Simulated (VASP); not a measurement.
# NaH (P6_3/mmc) in VASP: a series of runs

The runs below take NaH through single point, with PBE.

All numbers are computed with VASP 6.6.1; they aren't measurements. Logs are shortened: lines on timing, memory, paths and dates and some standing lists are left out, and cuts for length are marked.

## (1) The cell of the first run

It takes space group P6_3/mmc (No. 194, hexagonal). The conventional cell has a = 3.807 Å, b = 3.807 Å, c = 4.674 Å, α = 90.00°, β = 90.00°, γ = 120.00°. Na (site symmetry -6m2) has 5 H at 2.20 to 2.34 Å within 2.9 Å. H (site symmetry -6m2) has 5 Na at 2.20 to 2.34 Å within 2.9 Å.

## (2) Single point, PBE (volume scaled by 0.88, then relaxed in part)

File INCAR:

```
SYSTEM = NaH
PREC = Accurate ; ENCUT = 520
EDIFF = 1E-7 ; ISMEAR = 0
SIGMA = 0.02 ; LREAL = .FALSE.
LASPH = .TRUE. ; NELM = 80
ALGO = Normal ; ISIF = 2
LWAVE = .FALSE. ; LCHARG = .TRUE.
GGA = PE ; LELF = .TRUE.
LVHAR = .TRUE. ; NBANDS = 16
```

File KPOINTS:

```
regular mesh
0
G
  6 6 6
  0 0 0
```

File POSCAR:

```
NaH
1.0
    3.8070959837      0.0000000000      0.0000000000
   -1.9035479918      3.2970418365      0.0000000000
    0.0000000000      0.0000000000      4.6743531214
Na H
2 2
Direct
    0.3333333333      0.6666666667      0.2500000000
    0.6666666667      0.3333333333      0.7500000000
    0.3333333333      0.6666666667      0.7500000000
    0.6666666667      0.3333333333      0.2500000000
```

Potentials or basis: VASP PAW PBE potentials, release 64 (Na_pv, H).

The run is started by

```sh
> cat potpaw_PBE.64/Na_pv/POTCAR potpaw_PBE.64/H/POTCAR > POTCAR
> mpirun -np 1 vasp_std > vasp.out
```

OUTCAR:

```text
SYSTEM = NaH
   PREC = Accurate
   ENCUT = 520
   EDIFF = 1E-7
   ISMEAR = 0
   LREAL = .FALSE.
   LASPH = .TRUE.
   NELM = 80
   ISIF = 2
   GGA = PE

 ion  position               nearest neighbor table
   1  0.333  0.667  0.250-
   2  0.667  0.333  0.750-
   3  0.333  0.667  0.750-
   4  0.667  0.333  0.250-

  LATTYP: Found a hexagonal cell.
 ALAT       =     3.8070959837
 C/A-ratio  =     1.2278001767

  Lattice vectors:

 A1 = (   3.8070959837,   0.0000000000,   0.0000000000)
 A2 = (  -1.9035479918,   3.2970418365,   0.0000000000)
 A3 = (   0.0000000000,   0.0000000000,   4.6743531214)

Analysis of symmetry for initial positions (statically):
=====================================================================
 Subroutine PRICEL returns:
 Original cell was already a primitive cell.

 Routine SETGRP: Setting up the symmetry group for a
 hexagonal supercell.

 Subroutine GETGRP returns: Found 24 space group operations
 (whereof 12 operations were pure point group operations)
 out of a pool of 24 trial point group operations.

The static configuration has the point symmetry D_3d.
 The point group associated with its full space group is D_6h.

Analysis of symmetry for dynamics (positions and initial velocities):
=====================================================================
 Subroutine PRICEL returns:
 Original cell was already a primitive cell.

 Routine SETGRP: Setting up the symmetry group for a
 hexagonal supercell.

 Subroutine GETGRP returns: Found 24 space group operations
 (whereof 12 operations were pure point group operations)
 out of a pool of 24 trial point group operations.

The dynamic configuration has the point symmetry D_3d.
 The point group associated with its full space group is D_6h.

 Subroutine INISYM returns: Found 24 space group operations
 (whereof 12 operations are pure point group operations),
 and found     1 'primitive' translations

----------------------------------------------------------------------------------------

                                     Primitive cell

  volume of cell :      58.6732

  direct lattice vectors                    reciprocal lattice vectors
     3.807095984  0.000000000  0.000000000     0.262667399  0.151651094  0.000000000
    -1.903547992  3.297041837  0.000000000     0.000000000  0.303302187  0.000000000
     0.000000000  0.000000000  4.674353121     0.000000000  0.000000000  0.213933345

  length of vectors
     3.807095984  3.807095984  4.674353121     0.303302187  0.303302187  0.213933345

  position of ions in fractional coordinates (direct lattice)
     0.333333333  0.666666667  0.250000000
     0.666666667  0.333333333  0.750000000
     0.333333333  0.666666667  0.750000000
     0.666666667  0.333333333  0.250000000

  ion indices of the primitive-cell ions
   primitive index   ion index
                 1           1
                 2           2
                 3           3
                 4           4

----------------------------------------------------------------------------------------

 KPOINTS: regular mesh

Automatic generation of k-mesh.
 Grid dimensions read from file:
 generate k-points for:    6    6    6

 Generating k-lattice:

  Cartesian coordinates                     Fractional coordinates (reciprocal lattice)
     0.043777900  0.025275182  0.000000000     0.166666667  0.000000000  0.000000000
     0.000000000  0.050550365  0.000000000     0.000000000  0.166666667  0.000000000
     0.000000000  0.000000000  0.035655558     0.000000000  0.000000000  0.166666667

  Length of vectors
     0.050550365  0.050550365  0.035655558

  Shift w.r.t. Gamma in fractional coordinates (k-lattice)
     0.000000000  0.000000000  0.000000000

 Subroutine IBZKPT returns following result:
 ===========================================

 Found     28 irreducible k-points:

 Following reciprocal coordinates:
            Coordinates               Weight
  0.000000  0.000000  0.000000      1.000000
  0.166667  0.000000  0.000000      6.000000
  0.333333  0.000000  0.000000      6.000000
  0.500000  0.000000  0.000000      3.000000
  0.166667  0.166667  0.000000      6.000000
  0.333333  0.166667  0.000000     12.000000
[... 16 lines left out ...]
  0.166667  0.000000  0.500000      6.000000
  0.333333  0.000000  0.500000      6.000000
 [... further k-points ...]
   k-points           NKPTS =     28   k-points in BZ     NKDIM =     28   number of bands    NBANDS=     16
   number of dos      NEDOS =    301   number of ions     NIONS =      4
   total plane-waves  NPLWV =  28224
   dimension x,y,z NGX =    28 NGY =   28 NGZ =   36
   dimension x,y,z NGXF=    56 NGYF=   56 NGZF=   72
   ions per type =               2   2
   NGX,Y,Z   is equivalent  to a cutoff of  12.23, 12.23, 12.80 a.u.
   NGXF,Y,Z  is equivalent  to a cutoff of  24.45, 24.45, 25.61 a.u.
 SYSTEM =  NaH
   PREC   = accura    normal or accurate (medium, high low for compatibility)
   ISTART =      0    job   : 0-new  1-cont  2-samecut
   ICHARG =      2    charge: 1-file 2-atom 10-const
   ISPIN  =      1    spin polarized calculation?
   LNONCOLLINEAR =      F non collinear calculations
   LSORBIT =      F    spin-orbit coupling
   LASPH  =      T    aspherical Exc in radial PAW
   ENCUT  =  520.0 eV  38.22 Ry    6.18 a.u.   7.08  7.08  8.69*2*pi/ulx,y,z
   NELM   =     80;   NELMIN=  2; NELMDL= -5     # of ELM steps
   EDIFF  = 0.1E-06   stopping-criterion for ELM
   LREAL  =      F    real-space projection
   EDIFFG = 0.1E-05   stopping-criterion for IOM
   NSW    =      0    number of steps for IOM
   IBRION =     -1    ionic relax: 0-MD 1-quasi-New 2-CG
   NFREE  =      0    steps in history (QN), initial steepest desc. (CG)
   ISIF   =      2    stress and relaxation
   ISYM   =      2    0-nonsym 1-usesym 2-fastsym
   POTIM  = 0.5000    time-step for ionic-motion
   TEBEG  =    0.0;   TEEND  =   0.0 temperature during run
   PSTRESS=    0.0 pullay stress
   NELECT =      16.0000    total number of electrons
   NUPDOWN=      -1.0000    fix difference up-down
   EMIN   =  10.00;   EMAX   =-10.00  energy-range for DOS
   EFERMI =   0.00;   METHOD = LEGACY
   ISMEAR =     0;   SIGMA  =   0.02  broadening in eV -4-tet -1-fermi 0-gaus
   EFERMI_NEDOS =   21; number of points for ismear=-14 and -15
   IALGO  =     38    algorithm
   IMIX   =      4    mixing-type and parameters
     AMIX     =   0.40;   BMIX     =  1.00
     AMIX_MAG =   1.60;   BMIX_MAG =  1.00
  volume/ion in A,a.u.               =      14.67        98.99
  Fermi-wavevector in a.u.,A,eV,Ry     =   1.061618  2.006167 15.334208  1.127033
  Thomas-Fermi vector in A             =   2.197040
   LORBIT       =      0    0 simple, 1 ext, 2 COOP (PROOUT), +10 PAW based schemes
   GGA     = PE    functional components
   LHFCALC =     F    Hartree Fock is set to
   AEXX    =    0.0000 exact exchange contribution
   IVDW    =     0    specifies the selected vdW correction
   LEPSILON=     F    determine dielectric tensor
   LRPA    =     F    only Hartree local field effects (RPA)
 non-spin polarized calculation
 Gauss-broadening in eV      SIGMA  =   0.02
  energy-cutoff  :      520.00
  volume of cell :       58.67
 maximum number of plane-waves:      1620
   NGX = 15   NGY = 15   NGZ = 17

 number of electron      16.0000020 magnetization

 Free energy of the ion-electron system (eV)
  ---------------------------------------------------
  ext. energy  EPLUGINS =         0.00000000
  ---------------------------------------------------
  free energy    TOTEN  =       -10.00485572 eV

  energy without entropy =      -10.00485572  energy(sigma->0) =      -10.00485572

 E-fermi :  -1.0156     XC(G=0):  -7.4534

 val. band max:       -1.1054552121   @ k =   0.1667   0.0000   0.0000
 cond. band min:       2.2650317127   @ k =   0.3333   0.3333   0.0000
 fundamental gap:      3.3704869248
 Fermi energy:        -1.0155974203

 k-point     1 :       0.0000    0.0000    0.0000
  band No.  band energies     occupation
      1     -23.2485      2.00000
      2     -23.1906      2.00000
      3     -23.1906      2.00000
      4     -23.1520      2.00000
      5     -23.1520      2.00000
      6     -23.1264      2.00000
[... 8 lines left out ...]
     15      10.4302      0.00000
     16      15.2223      0.00000

 k-point     2 :       0.1667    0.0000    0.0000
  band No.  band energies     occupation
      1     -23.2405      2.00000
      2     -23.1968      2.00000
      3     -23.1947      2.00000
      4     -23.1605      2.00000
      5     -23.1510      2.00000
      6     -23.1329      2.00000
[... 8 lines left out ...]
     15      12.3653      0.00000
     16      13.2426      0.00000

 k-point     3 :       0.3333    0.0000    0.0000
  band No.  band energies     occupation
      1     -23.2203      2.00000
      2     -23.2098      2.00000
      3     -23.2022      2.00000
      4     -23.1767      2.00000
      5     -23.1501      2.00000
      6     -23.1498      2.00000
[... 8 lines left out ...]
     15      11.9294      0.00000
     16      12.9819      0.00000

 k-point     4 :       0.5000    0.0000    0.0000
  band No.  band energies     occupation
      1     -23.2167      2.00000
      2     -23.2057      2.00000
      3     -23.2045      2.00000
      4     -23.1843      2.00000
      5     -23.1643      2.00000
      6     -23.1495      2.00000
[... 8 lines left out ...]
     15      11.5957      0.00000
     16      12.6151      0.00000

 k-point     5 :       0.1667    0.1667    0.0000
  band No.  band energies     occupation
      1     -23.2261      2.00000
      2     -23.2051      2.00000
      3     -23.2018      2.00000
      4     -23.1713      2.00000
      5     -23.1514      2.00000
      6     -23.1450      2.00000
[... 8 lines left out ...]
     15      11.4485      0.00000
     16      13.0866      0.00000

 k-point     6 :       0.3333    0.1667    0.0000
  band No.  band energies     occupation
      1     -23.2174      2.00000
      2     -23.2046      2.00000
      3     -23.2028      2.00000
      4     -23.1838      2.00000
      5     -23.1642      2.00000
      6     -23.1523      2.00000
[... 8 lines left out ...]
     15      10.4609      0.00000
     16      12.3108      0.00000

 k-point     7 :       0.3333    0.3333    0.0000
  band No.  band energies     occupation
      1     -23.2222      2.00000
      2     -23.1940      2.00000
      3     -23.1940      2.00000
      4     -23.1840      2.00000
      5     -23.1840      2.00000
      6     -23.1549      2.00000
[... 8 lines left out ...]
     15       8.8004      0.00000
     16      14.3877      0.00000

 k-point     8 :       0.0000    0.0000    0.1667
  band No.  band energies     occupation
      1     -23.2413      2.00000
      2     -23.1880      2.00000
      3     -23.1880      2.00000
      4     -23.1546      2.00000
      5     -23.1545      2.00000
      6     -23.1356      2.00000
[... 8 lines left out ...]
     15      10.7013      0.00000
     16      14.2603      0.00000

 k-point     9 :       0.1667    0.0000    0.1667
  band No.  band energies     occupation
      1     -23.2379      2.00000
      2     -23.1918      2.00000
      3     -23.1907      2.00000
      4     -23.1688      2.00000
      5     -23.1539      2.00000
      6     -23.1351      2.00000
[... 8 lines left out ...]
     15      11.6749      0.00000
     16      13.4353      0.00000
[... 172 lines left out ...]
 k-point    19 :       0.1667    0.1667    0.3333
  band No.  band energies     occupation
      1     -23.2370      2.00000
      2     -23.2107      2.00000
      3     -23.1893      2.00000
      4     -23.1659      2.00000
      5     -23.1644      2.00000
      6     -23.1383      2.00000
[... 8 lines left out ...]
     15      12.6002      0.00000
     16      13.0667      0.00000

 k-point    20 :       0.3333    0.1667    0.3333
  band No.  band energies     occupation
      1     -23.2428      2.00000
      2     -23.2282      2.00000
      3     -23.1975      2.00000
      4     -23.1675      2.00000
      5     -23.1545      2.00000
      6     -23.1387      2.00000
[... 8 lines left out ...]
     15      12.5843      0.00000
     16      14.0807      0.00000

 k-point    21 :       0.3333    0.3333    0.3333
  band No.  band energies     occupation
      1     -23.2365      2.00000
      2     -23.2365      2.00000
      3     -23.2053      2.00000
      4     -23.1717      2.00000
      5     -23.1435      2.00000
      6     -23.1435      2.00000
[... 8 lines left out ...]
     15      13.6358      0.00000
     16      15.0140      0.00000

 k-point    22 :       0.0000    0.0000    0.5000
  band No.  band energies     occupation
      1     -23.1915      2.00000
      2     -23.1915      2.00000
      3     -23.1712      2.00000
      4     -23.1712      2.00000
      5     -23.1712      2.00000
      6     -23.1712      2.00000
[... 8 lines left out ...]
     15      12.0497      0.00000
     16      12.0497      0.00000

 k-point    23 :       0.1667    0.0000    0.5000
  band No.  band energies     occupation
      1     -23.2109      2.00000
      2     -23.2109      2.00000
      3     -23.1728      2.00000
      4     -23.1728      2.00000
      5     -23.1581      2.00000
      6     -23.1581      2.00000
[... 8 lines left out ...]
     15      12.0820      0.00000
     16      12.0820      0.00000

 k-point    24 :       0.3333    0.0000    0.5000
  band No.  band energies     occupation
      1     -23.2350      2.00000
      2     -23.2350      2.00000
      3     -23.1760      2.00000
      4     -23.1760      2.00000
      5     -23.1465      2.00000
      6     -23.1465      2.00000
[... 8 lines left out ...]
     15      13.0782      0.00000
     16      13.0782      0.00000

 [... further k-points ...]
[... 5 lines left out ...]
  --------------------------------------------------------------------------------------
  -------------------------------------------------------------------------------------
  Total        1.0994797      1.0994797      1.1177684      0.0000000     -0.0000000      0.0000000
  in kB       30.0232712     30.0232712     30.5226768      0.0000000     -0.0000000      0.0000000
  external PRESSURE =      30.1897398 kB  Pullay stress =       0.0000000 kB

 VOLUME and BASIS-vectors are now :
 -----------------------------------------------------------------------------
  energy-cutoff  :      520.00
  volume of cell :       58.67
      direct lattice vectors                 reciprocal lattice vectors
     3.807095984  0.000000000  0.000000000     0.262667399  0.151651094  0.000000000
    -1.903547992  3.297041837  0.000000000     0.000000000  0.303302187  0.000000000
     0.000000000  0.000000000  4.674353121     0.000000000  0.000000000  0.213933345

 POSITION                                       TOTAL-FORCE (eV/Angst)
 -----------------------------------------------------------------------------------
     -0.00000      2.19803      1.16859         0.000000      0.000000      0.000000
      1.90355      1.09901      3.50576        -0.000000     -0.000000      0.000000
     -0.00000      2.19803      3.50576         0.000000     -0.000000      0.000000
      1.90355      1.09901      1.16859         0.000000     -0.000000      0.000000
 -----------------------------------------------------------------------------------
    total drift:                               -0.000000     -0.000000      0.000000

  FREE ENERGIE OF THE ION-ELECTRON SYSTEM (eV)
  ---------------------------------------------------
  free  energy   TOTEN  =       -10.0048557229 eV

  energy  without entropy=      -10.0048557229  energy(sigma->0) =      -10.00485572
```

Wall time 15 s (1 thread of Intel Xeon Platinum 8488C (Sapphire Rapids), shared host); peak memory 0.17 GiB.

What came out:

| Property | Result |
| --- | --- |
| Free energy | -10.0049 eV |
| Pressure | 3.0 GPa |
| Band gap on the k mesh | 3.37 eV, indirect (least direct gap 4.32 eV) |

Levels at points of the mesh, in eV from the valence-band top:
| k point | band 6 | band 7 | band 8 | band 9 | band 10 | band 11 |
| --- | --- | --- | --- | --- | --- | --- |
| (0.00, 0.00, 0.00) | -22.02 | -3.62 | -0.03 | 5.11 | 8.51 | 10.99 |
| (0.50, 0.00, 0.00) | -22.04 | -1.60 | -0.65 | 3.98 | 7.96 | 8.13 |
| (0.00, 0.00, 0.50) | -22.07 | -2.19 | -2.19 | 7.41 | 7.41 | 11.66 |
| (0.50, 0.00, 0.50) | -22.04 | -0.85 | -0.85 | 4.10 | 4.10 | 9.06 |

 A k mesh can miss the band edges.

[end of part 1 of 2]
